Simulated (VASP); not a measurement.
# Hf (Im-3m) in VASP: a series of runs, part 2 of 2

VASP 6.6.1.

## 4. Relaxation of cell and atoms, PBE, target pressure 140 GPa, at which the enthalpy is minimised

INCAR reads:

```
PREC     = Accurate       # precision mode
ENCUT    = 600            # plane-wave cutoff, eV
EDIFF    = 1E-7           # SCF threshold, eV
ISMEAR   = -1             # smearing method
SIGMA    = 0.08           # smearing width, eV
LREAL    = F              # projectors in reciprocal space
LASPH    = T              # aspherical terms in the spheres
NELM     = 80             # most SCF steps
ALGO     = Normal         # electronic algorithm
ISIF     = 3              # what is computed and relaxed
LWAVE    = F              # write WAVECAR
LCHARG   = F              # write CHGCAR
GGA      = PE             # functional
IBRION   = 2              # ionic algorithm
NSW      = 32             # ionic steps
EDIFFG   = -0.005         # ionic threshold
PSTRESS  = 1400.0
```

KPOINTS reads:

```
Automatic mesh
0
Gamma
  18 18 18
```

POSCAR reads:

```
Hf
1.0
   -1.4745775866      1.4745775866      1.4745775866
    1.4745775866     -1.4745775866      1.4745775866
    1.4745775866      1.4745775866     -1.4745775866
Hf
1
Direct
    0.0000000000      0.0000000000      0.0000000000
```

Potentials or basis: VASP PAW PBE potentials, release 64 (Hf_pv).

Started as:

```
cat potpaw_PBE.64/Hf_pv/POTCAR > POTCAR
mpirun -np 1 vasp_std > vasp.out
```

OUTCAR:

```text
PREC = Accurate
   ENCUT = 600
   EDIFF = 1E-7
   ISMEAR = -1
   LREAL = F
   LASPH = T
   NELM = 80
   ISIF = 3
   GGA = PE
   IBRION = 2
   NSW = 32
   EDIFFG = -0.005
   PSTRESS = 1400.0

 ion  position               nearest neighbor table
   1  0.000  0.000  0.000-

  LATTYP: Found a body centered cubic cell.
 ALAT       =     2.9491551732

  Lattice vectors:

 A1 = (  -1.4745775866,   1.4745775866,   1.4745775866)
 A2 = (   1.4745775866,  -1.4745775866,   1.4745775866)
 A3 = (   1.4745775866,   1.4745775866,  -1.4745775866)

Analysis of symmetry for initial positions (statically):
=====================================================================
 Subroutine PRICEL returns:
 Original cell was already a primitive cell.

 Routine SETGRP: Setting up the symmetry group for a
 body centered cubic supercell.

 Subroutine GETGRP returns: Found 48 space group operations
 (whereof 48 operations were pure point group operations)
 out of a pool of 48 trial point group operations.

The static configuration has the point symmetry O_h .

Analysis of symmetry for dynamics (positions and initial velocities):
=====================================================================
 Subroutine PRICEL returns:
 Original cell was already a primitive cell.

 Routine SETGRP: Setting up the symmetry group for a
 body centered cubic supercell.

 Subroutine GETGRP returns: Found 48 space group operations
 (whereof 48 operations were pure point group operations)
 out of a pool of 48 trial point group operations.

The dynamic configuration has the point symmetry O_h .

 Subroutine INISYM returns: Found 48 space group operations
 (whereof 48 operations are pure point group operations),
 and found     1 'primitive' translations
[... 120 lines left out ...]
   AEXX    =    0.0000 exact exchange contribution
   IVDW    =     0    specifies the selected vdW correction
   LEPSILON=     F    determine dielectric tensor
   LRPA    =     F    only Hartree local field effects (RPA)
 conjugate gradient relaxation of ions
 non-spin polarized calculation
  energy-cutoff  :      600.00
  volume of cell :       12.83
 maximum number of plane-waves:       440
   NGX = 11   NGY = 11   NGZ = 11

--------------------------------------- Ionic step        1  -------------------------------------------

 number of electron      10.0000000 magnetization

 Free energy of the ion-electron system (eV)
  ---------------------------------------------------
  ext. energy  EPLUGINS =         0.00000000
  ---------------------------------------------------
  free energy    TOTEN  =        -7.07561159 eV

  energy without entropy =       -7.06460430  energy(sigma->0) =       -7.07010794

------------------------ aborting loop because EDIFF is reached ----------------------------------------

  FORCE on cell =-STRESS in cart. coord.  units (eV):
  Direction    XX          YY          ZZ          XY          YZ          ZX
  --------------------------------------------------------------------------------------
  -------------------------------------------------------------------------------------
  Total       11.0932267     11.0932267     11.0932267      0.0000000      0.0000000     -0.0000000
  in kB     1385.8160679   1385.8160679   1385.8160679      0.0000000      0.0000000     -0.0000000
  external PRESSURE =     -14.1839321 kB  Pullay stress =    1400.0000000 kB
[... 61 lines left out ...]
--------------------------------------- Ionic step        3  -------------------------------------------

 number of electron      10.0000000 magnetization

 Free energy of the ion-electron system (eV)
  ---------------------------------------------------
  ext. energy  EPLUGINS =         0.00000000
  ---------------------------------------------------
  free energy    TOTEN  =        -7.04439893 eV

  energy without entropy =       -7.03358875  energy(sigma->0) =       -7.03899384

 E-fermi :   9.1537     XC(G=0): -14.1190

 val. band max:        9.1443565105   @ k =   0.3333   0.3333   0.0000
 cond. band min:       9.1554138429   @ k =   0.1667   0.0556   0.0000
 fundamental gap:      0.0110573324
 Fermi energy:         9.1536975290

 k-point     1 :       0.0000    0.0000    0.0000
  band No.  band energies     occupation
      1     -18.5133      2.00000
      2     -18.5133      2.00000
      3     -18.5133      2.00000
      4       1.0718      2.00000
      5      10.7546      0.00000
      6      10.7546      0.00000
      7      10.7546      0.00000
      8      15.4581      0.00000
      9      15.4581      0.00000
[... 265 lines left out ...]
 k-point    24 :       0.3889    0.1111    0.0000
  band No.  band energies     occupation
      1     -22.5051      2.00000
      2     -19.9508      2.00000
      3     -18.7996      2.00000
      4       4.2298      2.00000
      5       7.2632      2.00000
      6      12.6238      0.00000
      7      15.6257      0.00000
      8      18.0524      0.00000
      9      22.8225      0.00000

 [... further k-points ...]

------------------------ aborting loop because EDIFF is reached ----------------------------------------

  FORCE on cell =-STRESS in cart. coord.  units (eV):
  Direction    XX          YY          ZZ          XY          YZ          ZX
  --------------------------------------------------------------------------------------
  -------------------------------------------------------------------------------------
  Total       11.1755077     11.1755077     11.1755077      0.0000000     -0.0000000     -0.0000000
  in kB     1400.0146942   1400.0146942   1400.0146942      0.0000000     -0.0000000     -0.0000000
  external PRESSURE =       0.0146942 kB  Pullay stress =    1400.0000000 kB
[... 20 lines left out ...]
  energy  without entropy=       -7.0335887487  energy(sigma->0) =       -7.03899384

  enthalpy is  TOTEN    =         4.1309915163 eV   P V=       11.1753904424

 reached required accuracy - stopping structural energy minimisation
```

CONTCAR:

```text
Hf
   1.00000000000000
    -1.4732001471751186    1.4732001471751186    1.4732001471751188
     1.4732001471751186   -1.4732001471751186    1.4732001471751188
     1.4732001471751186    1.4732001471751186   -1.4732001471751188
  Hf
     1
Direct
     0.0000000000000000    0.0000000000000000    0.0000000000000000

  0.00000000E+00  0.00000000E+00  0.00000000E+00
```

Run time: 26 s. Hardware: 1 thread of Intel Xeon Platinum 8559C (Emerald Rapids), shared host; peak memory 0.15 GiB.

What came out:

| Item | Value |
| --- | --- |
| Free energy | -7.0444 eV |
| Relaxed volume | 12.79 Å³/atom |
| Relaxed cell | a = 2.552 Å, b = 2.552 Å, c = 2.552 Å, α = 109.47°, β = 109.47°, γ = 109.47° |
| Space group after relaxing (to 0.05 Å) | Im-3m (No. 229) |
| Energy change on relaxing (the enthalpy is what falls) | +31.2 meV/atom |
| Ionic steps | 3 |
| Pressure after relaxing | 140.0 GPa |
| Band gap on the k mesh | zero (band 5 reaches 10.75 eV, above the bottom of band 6 at 7.97 eV) |

Step by step:
| step | energy change (eV) | largest force (eV/Å) | pressure (GPa) | volume (Å³) |
| --- | --- | --- | --- | --- |
| 1 | 0.0000 | 0.0000 | 138.58 | 12.83 |
| 2 | 0.1868 | 0.0000 | 147.18 | 12.62 |
| 3 | 0.0312 | 0.0000 | 140.00 | 12.79 |

Final structure:
```
CELL_PARAMETERS angstrom
-1.47320 1.47320 1.47320
1.47320 -1.47320 1.47320
1.47320 1.47320 -1.47320
ATOMIC_POSITIONS crystal
Hf 0.00000 0.00000 0.00000
```

Caveat: the cell is relaxed towards a set pressure, so the enthalpy falls and the energy may rise; spin-orbit coupling is left out, which moves the levels of the heavy elements.

## 5. Relaxation of cell and atoms, PBE, target pressure 140 GPa, at which the enthalpy is minimised

This run uses another cell than the first one, of 13.21 Å³/atom, 1.030 times its volume.

INCAR reads:

```
ALGO = Normal
EDIFF = 1E-7
EDIFFG = -0.005
ENCUT = 600
GGA = PE
IBRION = 2
ISIF = 3
ISMEAR = -1
LASPH = T
LCHARG = F
LREAL = F
LWAVE = F
NELM = 80
NSW = 60
PREC = Accurate
PSTRESS = 1400.0
SIGMA = 0.08
```

KPOINTS reads:

```
k-points
0
Gamma
  18 18 18
```

POSCAR reads:

```
Hf
1.0
   -1.4889968143      1.4889968143      1.4889968143
    1.4889968143     -1.4889968143      1.4889968143
    1.4889968143      1.4889968143     -1.4889968143
Hf
1
Direct
    0.0000000000      0.0000000000      0.0000000000
```

Potentials or basis: VASP PAW PBE potentials, release 64 (Hf_pv).

Started as:

```
cat potpaw_PBE.64/Hf_pv/POTCAR > POTCAR
mpirun -np 1 vasp_std > vasp.out
```

OUTCAR:

```text
EDIFF = 1E-7
   EDIFFG = -0.005
   ENCUT = 600
   GGA = PE
   IBRION = 2
   ISIF = 3
   ISMEAR = -1
   LASPH = T
   LREAL = F
   NELM = 80
   NSW = 60
   PREC = Accurate
   PSTRESS = 1400.0

 ion  position               nearest neighbor table
   1  0.000  0.000  0.000-

  LATTYP: Found a body centered cubic cell.
 ALAT       =     2.9779936286

  Lattice vectors:

 A1 = (  -1.4889968143,   1.4889968143,   1.4889968143)
 A2 = (   1.4889968143,  -1.4889968143,   1.4889968143)
 A3 = (   1.4889968143,   1.4889968143,  -1.4889968143)

Analysis of symmetry for initial positions (statically):
=====================================================================
 Subroutine PRICEL returns:
 Original cell was already a primitive cell.

 Routine SETGRP: Setting up the symmetry group for a
 body centered cubic supercell.

 Subroutine GETGRP returns: Found 48 space group operations
 (whereof 48 operations were pure point group operations)
 out of a pool of 48 trial point group operations.

The static configuration has the point symmetry O_h .

Analysis of symmetry for dynamics (positions and initial velocities):
[... 163 lines left out ...]

  FORCE on cell =-STRESS in cart. coord.  units (eV):
  Direction    XX          YY          ZZ          XY          YZ          ZX
  --------------------------------------------------------------------------------------
  -------------------------------------------------------------------------------------
  Total       10.2714236     10.2714236     10.2714236      0.0000000     -0.0000000      0.0000000
  in kB     1246.2349521   1246.2349521   1246.2349521      0.0000000     -0.0000000      0.0000000
  external PRESSURE =    -153.7650479 kB  Pullay stress =    1400.0000000 kB
[... 24 lines left out ...]
--------------------------------------- Ionic step        2  -------------------------------------------

 number of electron      10.0000001 magnetization

 E-fermi :  10.7138     XC(G=0): -15.0286

 val. band max:       10.7138074141   @ k =   0.1667   0.0000   0.0000
 cond. band min:      10.7443955169   @ k =   0.1111   0.1111   0.0000
 fundamental gap:      0.0305881029
 Fermi energy:        10.7138261109

 k-point     1 :       0.0000    0.0000    0.0000
  band No.  band energies     occupation
      1     -16.2390      2.00000
      2     -16.2390      2.00000
      3     -16.2390      2.00000
      4       3.0020      2.00000
      5      12.2261      0.00000
      6      12.2261      0.00000
      7      12.2261      0.00000
      8      17.5997      0.00000
      9      17.5997      0.00000
[... 460 lines left out ...]
--------------------------------------- Ionic step        7  -------------------------------------------

 number of electron      10.0000000 magnetization

 Free energy of the ion-electron system (eV)
  ---------------------------------------------------
  ext. energy  EPLUGINS =         0.00000000
  ---------------------------------------------------
  free energy    TOTEN  =        -7.04410614 eV

  energy without entropy =       -7.03329842  energy(sigma->0) =       -7.03870228

 E-fermi :   9.1541     XC(G=0): -14.1191

 val. band max:        9.1448051487   @ k =   0.3333   0.3333   0.0000
 cond. band min:       9.1556932541   @ k =   0.1667   0.0556   0.0000
 fundamental gap:      0.0108881053
 Fermi energy:         9.1540644367

 k-point     1 :       0.0000    0.0000    0.0000
  band No.  band energies     occupation
      1     -18.5127      2.00000
      2     -18.5127      2.00000
      3     -18.5127      2.00000
      4       1.0721      2.00000
      5      10.7549      0.00000
      6      10.7549      0.00000
      7      10.7549      0.00000
      8      15.4586      0.00000
      9      15.4586      0.00000
[... 308 lines left out ...]
  energy  without entropy=       -7.0332984200  energy(sigma->0) =       -7.03870228

  enthalpy is  TOTEN    =         4.1308899770 eV   P V=       11.1749961164

 reached required accuracy - stopping structural energy minimisation
```

CONTCAR:

```text
Hf
   1.00000000000000
    -1.4731828195764947    1.4731828195764944    1.4731828195764944
     1.4731828195764947   -1.4731828195764944    1.4731828195764944
     1.4731828195764947    1.4731828195764944   -1.4731828195764944
  Hf
     1
Direct
     0.0000000000000000    0.0000000000000000    0.0000000000000000

  0.00000000E+00  0.00000000E+00  0.00000000E+00
```

Run time: 49 s. Hardware: 1 thread of Intel Xeon Platinum 8559C (Emerald Rapids), shared host; peak memory 0.17 GiB.

What came out:

* Free energy: -7.0441 eV
* Relaxed volume: 12.79 Å³/atom
* Relaxed cell: a = 2.552 Å, b = 2.552 Å, c = 2.552 Å, α = 109.47°, β = 109.47°, γ = 109.47°
* Space group after relaxing (to 0.05 Å): Im-3m (No. 229)
* Energy change on relaxing (the enthalpy is what falls): +343.2 meV/atom
* Ionic steps: 7
* Pressure after relaxing: 140.0 GPa
* Band gap on the k mesh: zero (band 5 reaches 10.75 eV, above the bottom of band 6 at 7.97 eV)

Step by step:
```
step  energy change (eV)  largest force (eV/Å)  pressure (GPa)  volume (Å³)
   1              0.0000                0.0000          124.62        13.21
   2              2.5188                0.0000          245.92        10.93
   3              0.3110                0.0000          138.54        12.83
   4              0.3386                0.0000          139.79        12.79
   5              0.3457                0.0000          140.12        12.79
   6              0.3327                0.0000          139.54        12.80
   7              0.3432                0.0000          140.01        12.79
```

Final structure:
```xyz
1
Lattice="-1.4732 1.4732 1.4732 1.4732 -1.4732 1.4732 1.4732 1.4732 -1.4732" Properties=species:S:1:pos:R:3 pbc="T T T"
Hf    0.0000    0.0000    0.0000
```

Levels at points of the mesh, in eV from the Fermi level:
```csv
k point,band 1,band 2,band 3,band 4,band 5,band 6,band 7,band 8,band 9
"(0.00, 0.00, 0.00)",-27.67,-27.67,-27.67,-8.08,1.60,1.60,1.60,6.30,6.30
"(0.50, 0.00, 0.00)",-31.90,-28.93,-27.76,-5.70,-2.23,5.46,6.86,8.47,13.51
"(0.50, 0.50, 0.50)",-30.43,-30.43,-30.43,-6.15,-6.15,11.93,11.93,11.93,13.79
```

Caveat: the cell is relaxed towards a set pressure, so the enthalpy falls and the energy may rise; spin-orbit coupling is left out, which moves the levels of the heavy elements.

## 6. Summary

| task | cell | cutoff (eV) | gap on the mesh (eV) | pressure (GPa) |
| --- | --- | --- | --- | --- |
| single point | a = 2.554 Å, angles 109.5°, 1 atom | 520 | none | 138.4 |
| relaxation of cell and atoms | relaxed to 140 GPa from a = 2.554 Å, angles 109.5°, 1 atom | 600 | none | 140.0 |
| relaxation of cell and atoms | relaxed to 140 GPa from a = 2.579 Å, angles 109.5°, 1 atom | 600 | none | 140.0 |

Alike in all rows: level PBE; potentials or basis VASP PAW PBE potentials, release 64 (Hf_pv); no spin polarisation; k mesh 18 × 18 × 18; smearing fermi-dirac 0.08 eV.

Caveats: spin-orbit coupling is left out, which moves the levels of the heavy elements; the cell is relaxed towards a set pressure, so the enthalpy falls and the energy may rise (some runs).

Absolute energies hang on the potentials; compare differences alone.
